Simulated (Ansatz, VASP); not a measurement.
**Re: VASP beside Ansatz**

```
Re
1.0
     2.73919    0.00000    0.00000
    -1.36959    2.37221    0.00000
     0.00000    0.00000    4.41187
Re
2
Direct
  0.33333 0.66667 0.25000
  0.66667 0.33333 0.75000
```

Alike in both runs: task single point; functional LDA; k mesh 13 × 13 × 7; occupations methfessel-paxton of order 1, width 0.2 eV; no spin polarisation.

|  | VASP | Ansatz |
| --- | --- | --- |
| version | VASP 6.6.1 | Ansatz 0.2.0 |
| potentials or method | VASP PAW LDA potentials, release 64 (Re_sv_GW), cutoff 560 eV | plane waves (420 eV) with PAW, scalar-relativistic |
| valence electrons in the cell | 30 | 30 |

VASP gave:

| Item | Value |
| --- | --- |
| pressure (GPa) | -0.3 |
| traceless stress, the component that is largest in VASP (GPa) | 0.11 |

Question: What did Ansatz give for the same quantities?

Answer: Pressure (GPa): -0.3; traceless stress, the component that is largest in VASP (GPa): 0.14.

Ansatz warns that its potentials were made for another functional, while VASP's fit it. LDA's correlation is that of Perdew and Zunger in VASP and of Perdew and Wang (1992) in Ansatz.

Neither program's run includes spin-orbit coupling.
